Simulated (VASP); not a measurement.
The system is PbS, a slab with vacuum.

```
CELL_PARAMETERS angstrom
2.94050 -2.90000 0.00000
2.94050 2.90000 0.00000
-1.08005 0.00000 11.70929
ATOMIC_POSITIONS crystal
Pb 0.77560 0.77560 0.63638
Pb 0.22440 0.22440 0.36362
S 0.26840 0.26840 0.59860
S 0.73160 0.73160 0.40140
```

Base run:

```yaml
Program: VASP 6.6.1
Functional: PBEsol
Potentials_or_basis: VASP PAW PBE potentials, release 64 (Pb_d, S)
Cutoff: 520 eV
k_mesh: 6 × 6 × 2
Occupations: gaussian, width 0.01 eV
Spin: no spin polarisation
```

Its results: band gap on the k mesh 1.25 eV, direct; largest force 0.675 eV/Å.

Question: The run is repeated on the same cell with these changes: functional from PBEsol to LDA; potentials or basis from VASP PAW PBE potentials, release 64 (Pb_d, S) to VASP PAW LDA potentials, release 64 (Pb_d, S). What comes out?

Answer: Band gap on the k mesh 1.17 eV, direct; largest force 0.812 eV/Å.

Caveats: spin-orbit coupling is left out, which moves the levels of the heavy elements; the PAW data sets were made with another functional, which shifts forces and pressure a little (some runs).

A k mesh can miss the band edges.
